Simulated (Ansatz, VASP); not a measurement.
Two plane-wave programs on NaCl

INCAR

```
SYSTEM = NaCl
PREC     = Accurate       ! precision mode
ENCUT    = 520            ! plane-wave cutoff, eV
EDIFF    = 1E-6           ! SCF threshold, eV
ISMEAR   = 0              ! smearing method
SIGMA    = 0.05           ! smearing width, eV
LREAL    = .FALSE.        ! projectors in reciprocal space
LASPH    = .TRUE.         ! aspherical terms in the spheres
NELM     = 60             ! most SCF steps
ALGO     = Normal         ! electronic algorithm
ISIF     = 2              ! what is computed and relaxed
LWAVE    = .FALSE.        ! write WAVECAR
LCHARG   = .TRUE.         ! write CHGCAR
GGA      = PS             ! functional
LELF     = .TRUE.         ! ELF
LVHAR    = .TRUE.       
NBANDS   = 14             ! bands
```

The input KPOINTS:

```
regular mesh
0
G
  8 8 8
  0 0 0
```

Contents of POSCAR:

```
NaCl
1.0
    0.0000000000      2.8317500000      2.7184800000
    2.8317500000      0.0000000000      2.7184800000
    2.8317500000      2.8317500000      0.0000000000
Na Cl
1 1
Direct
    0.0000000000      0.0000000000      0.0000000000
    0.5000000000      0.5000000000      0.5000000000
```

Input for Ansatz:

```yaml
crystal:
  lattice:
    - [0.0, 2.83175, 2.71848]
    - [2.83175, 0.0, 2.71848]
    - [2.83175, 2.83175, 0.0]
  atoms:
    - { symbol: Na, position: [0.0, 0.0, 0.0] }
    - { symbol: Cl, position: [0.5, 0.5, 0.5] }
basis:
  ecutwfc: 420
kpoints:
  mp_grid: { grid: [8, 8, 8] }
hamiltonian:
  xc: pbesol
scf:
  occupations: { method: gaussian, width: 0.05 }
output:
  forces: true
  stress: true
  eigenvalues: true
  write_density: true
  write_potential: true
  elf: true
  volumetric_format: npy
```

Change from the starting cell: strain +0.000 along x and y, -0.040 along z, atoms carried along.

Alike in both runs: task single point; functional PBEsol; k mesh 8 × 8 × 8; occupations gaussian, width 0.05 eV; no spin polarisation.

```csv
,VASP,Ansatz
version,VASP 6.6.1,Ansatz 0.2.0
potentials or method,"VASP PAW PBE potentials, release 64 (Na_pv, Cl), cutoff 520 eV","scalar-relativistic, plane waves, PAW"
valence electrons in the cell,14,16
```

Ansatz gave:

```
gap on the k mesh at the Fermi level (eV)                     : 5.03
least direct gap on the mesh (eV)                             : 5.03
pressure (GPa)                                                : 0.3
traceless stress, the component that is largest in VASP (GPa) : 1.34
```

Problem. Estimate VASP's values.

Solution. gap on the k mesh at the Fermi level (eV): 5.03; least direct gap on the mesh (eV): 5.03; pressure (GPa): 0.4; traceless stress, the component that is largest in VASP (GPa): 1.36.

VASP's potentials were made for PBE, not for PBEsol. VASP's potentials hold 14 valence electrons a cell and Ansatz's 16, so a difference there can come from the potentials and not from the codes.
